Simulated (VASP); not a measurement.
Set up this calculation in VASP 6.6.1, as the native input.

* Task: single point
* Functional: PBE
* Potentials or basis: VASP PAW PBE potentials, release 64 (Ti_sv, Ge_d)
* Cutoff: 520 eV
* k mesh: 4 × 4 × 4
* Occupations: gaussian, width 0.1 eV
* Spin: no spin polarisation
* Dipole correction: no
* Further INCAR settings: ALGO = Normal; EDIFF = 1e-06; NBANDS = 34

The structure of TiGe lies in POSCAR:

```
TiGe
1.0
    0.0000000000      3.2778794500      3.2778794500
    3.2778794500      0.0000000000      3.2778794500
    3.2778794500      3.2778794500      0.0000000000
Ti Ge
2 2
Direct
    0.7500000000      0.7500000000      0.7500000000
    0.5000000000      0.5000000000      0.5000000000
    0.2500000000      0.2500000000      0.2500000000
    0.0000000000      0.0000000000      0.0000000000
```

The cell was generated, and may not be a known phase.

These files were run (other wordings do the same):

INCAR

```
SYSTEM = TiGe
PREC = Accurate ; ENCUT = 520
EDIFF = 1E-6 ; ISMEAR = 0
SIGMA = 0.1 ; LREAL = .FALSE.
LASPH = .TRUE. ; NELM = 100
ALGO = Normal ; ISIF = 2
LWAVE = .FALSE. ; LCHARG = .TRUE.
GGA = PE ; LELF = .TRUE.
LVHAR = .TRUE. ; NBANDS = 34
```

KPOINTS

```
regular mesh
0
G
  4 4 4
  0 0 0
```

Potentials or basis: VASP PAW PBE potentials, release 64 (Ti_sv, Ge_d).

Launch:

```bash
$ cat potpaw_PBE.64/Ti_sv/POTCAR potpaw_PBE.64/Ge_d/POTCAR > POTCAR
$ mpirun -np 1 vasp_std > vasp.out
```

It gave:

```
Pressure               : -4.4 GPa
Band gap on the k mesh : zero (bands 26 and 27 overlap by 0.84 eV)
```

Caveat: the k points lie up to 0.42 Å⁻¹ apart, too coarse for converged energies and pressures of a metal.

Run time: 14 s on 1 thread of Intel(R) Xeon(R) 6975P-C (Granite Rapids), on a shared host, peak memory 0.2 GiB.
